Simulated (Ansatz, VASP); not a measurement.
# Lu: VASP beside Ansatz

Contents of INCAR:

```
SYSTEM = Lu
PREC = Accurate ; ENCUT = 520
EDIFF = 1E-6 ; ISMEAR = -1
SIGMA = 0.1 ; LREAL = .False.
LASPH = .True. ; NELM = 100
ALGO = Normal ; ISIF = 2
LWAVE = .False. ; LCHARG = .False.
GGA = PE ; NBANDS = 18
```

Contents of KPOINTS:

```
regular mesh
0
Gamma
  14 14 14
  0 0 0
```

POSCAR

```
Lu
1.0
   -1.6894119569      1.6894119569      1.6894119569
    1.6894119569     -1.6894119569      1.6894119569
    1.6894119569      1.6894119569     -1.6894119569
Lu
1
Direct
    0.0000000000      0.0000000000      0.0000000000
```

Input for Ansatz:

```yaml
crystal:
  lattice:
    - [-1.6894119569, 1.6894119569, 1.6894119569]
    - [1.6894119569, -1.6894119569, 1.6894119569]
    - [1.6894119569, 1.6894119569, -1.6894119569]
  atoms:
    - { symbol: Lu, position: [0.0, 0.0, 0.0] }
kpoints:
  mp_grid: { grid: [14, 14, 14] }
scf:
  occupations: { method: fermi_dirac, width: 0.1 }
hamiltonian:
  xc: pbe
  pseudopotentials: { kind: paw }
output:
  forces: true
  stress: true
  eigenvalues: true
  populations: true
```

Change from the starting cell: volume scaled by 0.65, PAW files.

Alike in both runs: task single point; functional PBE; k mesh 14 × 14 × 14; occupations fermi-dirac, width 0.1 eV; no spin polarisation.

|  | VASP | Ansatz |
| --- | --- | --- |
| version | VASP 6.6.1 | Ansatz 0.2.0 |
| potentials or method | VASP PAW PBE potentials, release 64 (Lu) | PAW with Ansatz's default frozen-core files, scalar-relativistic |
| plane-wave cutoff (eV) | 520 | 420 |
| valence electrons in the cell | 25 | 25 |

Ansatz gave:

| Quantity | Value |
| --- | --- |
| pressure (GPa) | 36.3 |

Task: Estimate VASP's values.

Result: Pressure (GPa): 37.2.

Both programs put the cell under a high pressure, so it lies far from rest at this level.

Spin-orbit coupling is off throughout.
